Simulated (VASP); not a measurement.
Runs of VASP 6.6.1 on CsCl (CsCl type). The structure is that of space group Pm-3m (No. 221), or close to it. The cells are those of the table. 

| cell | gap on the mesh (eV) | pressure (GPa) |
| --- | --- | --- |
| a = 4.172 Å, 2 atoms | 6.41 | 0.0 |
| a = 4.214 Å, 2 atoms | 6.27 | (c) |
| a = 4.255 Å, 2 atoms | 6.14 | (b) |
| a = 4.129 Å, 2 atoms | 6.56 | (a) |

Alike in all rows: task single point; level HSE06; potentials or basis VASP PAW PBE potentials, release 64 (Cs_sv, Cl); no spin polarisation; k mesh 4 × 4 × 4; cutoff (eV) 400; smearing fermi-dirac 0.05 eV.

Q: Fill in the values left out.

A: (a) 0.6; (b) -0.8; (c) -0.4.

Caveats: the PAW data sets were made with another functional, which shifts forces and pressure a little; spin-orbit coupling is left out, which moves the levels of the heavy elements.

A k mesh can miss the band edges, and the runs leave out spin-orbit coupling on Cs.
